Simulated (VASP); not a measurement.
## CoO: single point with PBEsol

Crystal: CoO.

```xyz
2
Lattice="1.6022 0.9250 2.5665 -1.6022 0.9250 2.5665 0.0000 -1.8501 2.5665" Properties=species:S:1:pos:R:3 pbc="T T T"
Co    0.0000    0.0000    7.6915
O     0.0000    0.0000    5.7824
```

```yaml
Program: VASP 6.6.1
Task: single point
Functional: PBEsol
Potentials_or_basis: VASP PAW PBE potentials, release 64 (Co_sv, O)
Cutoff: 700 eV
k_mesh: 10 × 10 × 10
Occupations: fermi-dirac, width 0.05 eV
Spin: collinear spin, ferromagnetic start
Starting_moments: "[1.71, 0.0] μB"
```

The pressure is -8.8 GPa and the largest force is 0.215 eV/Å. The net moment is 2.78 μB per cell. The site moments are Co +2.33; O +0.30 μB and the valence electrons inside the program's atomic spheres are Co 14.94; O 4.96.

Forces on the atoms (eV/Å):
```
Co   0.000  0.000  0.215
O    0.000  0.000 -0.215
```

Stress tensor (GPa, compression positive):
```
-10.38   0.00   0.00
  0.00 -10.38   0.00
  0.00   0.00  -5.49
```

Levels at points of the mesh, in eV from the Fermi level:
Spin up:
| k point | band 9 | band 10 | band 11 | band 12 | band 13 | band 14 | band 15 | band 16 | band 17 | band 18 |
| --- | --- | --- | --- | --- | --- | --- | --- | --- | --- | --- |
| (0.00, 0.00, 0.00) | -2.31 | -2.31 | 0.02 | 0.26 | 0.26 | 0.41 | 13.82 | 13.82 | 14.41 | 19.89 |
| (0.50, 0.00, 0.00) | -2.49 | -2.24 | -2.23 | -0.54 | -0.49 | 5.56 | 6.82 | 13.37 | 13.72 | 17.31 |
| (0.50, 0.50, 0.00) | -3.19 | -2.00 | -1.84 | -1.69 | -1.61 | 5.08 | 9.80 | 10.90 | 13.98 | 14.29 |
| (0.50, 0.50, 0.50) | -2.56 | -2.26 | -2.26 | -0.66 | -0.66 | 5.52 | 7.13 | 13.27 | 13.27 | 17.04 |
Spin down:
| k point | band 6 | band 7 | band 8 | band 9 | band 10 | band 11 | band 12 | band 13 | band 14 | band 15 |
| --- | --- | --- | --- | --- | --- | --- | --- | --- | --- | --- |
| (0.00, 0.00, 0.00) | -5.10 | -5.02 | -5.02 | -0.45 | -0.45 | 0.50 | 2.52 | 2.52 | 2.61 | 14.30 |
| (0.50, 0.00, 0.00) | -6.60 | -4.84 | -4.82 | -0.24 | -0.23 | 0.16 | 1.66 | 1.69 | 6.02 | 7.54 |
| (0.50, 0.50, 0.00) | -6.64 | -4.57 | -4.53 | -0.95 | -0.06 | 0.08 | 0.80 | 0.88 | 6.05 | 10.48 |
| (0.50, 0.50, 0.50) | -6.57 | -4.76 | -4.76 | -0.21 | -0.21 | 0.00 | 1.54 | 1.54 | 5.97 | 7.89 |

It took 2.7 min on 1 thread of Intel(R) Xeon(R) Platinum 8375C CPU @ 2.90GHz (Ice Lake), on a shared host, peak memory 0.27 GiB.

Caveat: the cell stands under tension; the PAW data sets were made with another functional, which shifts forces and pressure a little; a cell with one magnetic atom can't hold antiferromagnetic order, which such compounds often take; semilocal functionals often make such compounds metallic where correlation or magnetic order opens a gap, which also shifts bond lengths. With open d or f shells a metallic result of PBEsol can be an artefact of self-interaction; +U or a hybrid may open a gap.
